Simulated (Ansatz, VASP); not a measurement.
# WSe2: VASP beside Ansatz

The input INCAR:

```
SYSTEM = WSe2
PREC = Accurate
ENCUT = 520
EDIFF = 1E-6
ISMEAR = -1
SIGMA = 0.02
LREAL = .False.
LASPH = .True.
NELM = 60
ALGO = Normal
ISIF = 2
LWAVE = .False.
LCHARG = .False.
GGA = PE
NBANDS = 20
```

File KPOINTS:

```
Automatic mesh
0
Gamma
  12 12 4
  0 0 0
```

File POSCAR:

```
WSe2
1.0
    3.2972127305      0.0000000000      0.0000000000
   -1.6486063653      2.7478187678      0.0000000000
    0.0000000000      0.0000000000      7.1842669523
W Se
1 2
Direct
   -0.0017836941     -0.0035673881      0.0000000000
    0.3342251804      0.6684503608      0.2350039246
    0.3342251804      0.6684503608      0.7649960754
```

Input for Ansatz:

```yaml
crystal:
  lattice:
    - [3.2972127305, 0.0, 0.0]
    - [-1.6486063653, 2.7478187678, 0.0]
    - [0.0, 0.0, 7.1842669523]
  atoms:
    - { symbol: W, position: [-0.0017836941, -0.0035673881, 0.0] }
    - { symbol: Se, position: [0.3342251804, 0.6684503608, 0.2350039246] }
    - { symbol: Se, position: [0.3342251804, 0.6684503608, 0.7649960754] }
kpoints:
  mp_grid: { grid: [12, 12, 4] }
  band_path:
    path:
      - [0.0, 0.0, 0.0]
      - [0.5, 0.0, 0.0]
      - [0.3333333333, 0.3333333333, 0.0]
      - [0.0, 0.0, 0.5]
      - [0.5, 0.0, 0.5]
      - [0.3333333333, 0.3333333333, 0.5]
      - [0.341146, 0.328125, -0.5]
      - [0.171875, 0.182292, 0.0]
    npoints: 1
hamiltonian:
  xc: pbe
scf:
  occupations: { method: fermi_dirac, width: 0.02 }
  n_extra_bands: 4
output:
  forces: true
  stress: true
  eigenvalues: true
  write_density: true
  write_potential: true
  elf: true
  volumetric_format: npy
```

Change from the starting cell: uniaxial_y strain -3.8%.

Alike in both runs: task single point; functional PBE; k mesh 12 × 12 × 4; occupations fermi-dirac, width 0.02 eV; no spin polarisation.

|  | VASP | Ansatz |
| --- | --- | --- |
| version | VASP 6.6.1 | Ansatz 0.2.0 |
| potentials or method | VASP PAW PBE potentials, release 64 (W_sv, Se) | plane waves, PAW |
| plane-wave cutoff (eV) | 520 | 420 |
| valence electrons in the cell | 26 | 46 |

VASP gave:

| Property | Result |
| --- | --- |
| gap on the k mesh at the Fermi level (eV) | 1.27 |
| pressure (GPa) | 6.6 |
| traceless stress, the component that is largest in VASP (GPa) | 3.92 |
| rms of the force components (eV/Å) | 0.172 |

Task: Estimate Ansatz's values.

Result: gap on the k mesh at the Fermi level (eV): 1.27; pressure (GPa): 6.3; traceless stress, the component that is largest in VASP (GPa): 3.95; rms of the force components (eV/Å): 0.148.

Atom by atom the forces differ by 0.024 eV/Å (rms over components). The functional is the same, so the differences come from potentials, cutoffs and numerics. VASP's potentials hold 26 valence electrons a cell and Ansatz's 46, so a difference there can come from the potentials and not from the codes.

Neither program's run includes spin-orbit coupling.
